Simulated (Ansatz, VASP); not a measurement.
# One calculation of Zn, two programs

```
CELL_PARAMETERS angstrom
0.00000 1.89049 1.89049
1.89049 0.00000 1.89049
1.89049 1.89049 0.00000
ATOMIC_POSITIONS crystal
Zn 0.00000 0.00000 0.00000
```

Alike in both runs: functional LDA; k mesh 18 × 18 × 18; occupations fermi-dirac, width 0.08 eV; no spin polarisation.

Ansatz relaxed the structure, and its values are those at the end. VASP's run is a single point on that final structure, the one shown.

|  | VASP | Ansatz |
| --- | --- | --- |
| version | VASP 6.6.1 | Ansatz 0.2.0 |
| potentials or method | VASP PAW LDA potentials, release 64 (Zn) | PAW with Ansatz's default frozen-core files, scalar-relativistic |
| plane-wave cutoff (eV) | 500 | 420 |
| valence electrons in the cell | 12 | 12 |

|  | VASP | Ansatz | Ansatz less VASP |
| --- | --- | --- | --- |
| pressure (GPa) | 0.8 | 0.0 | -0.79 |

LDA's correlation is that of Perdew and Zunger in VASP and of Perdew and Wang (1992) in Ansatz.
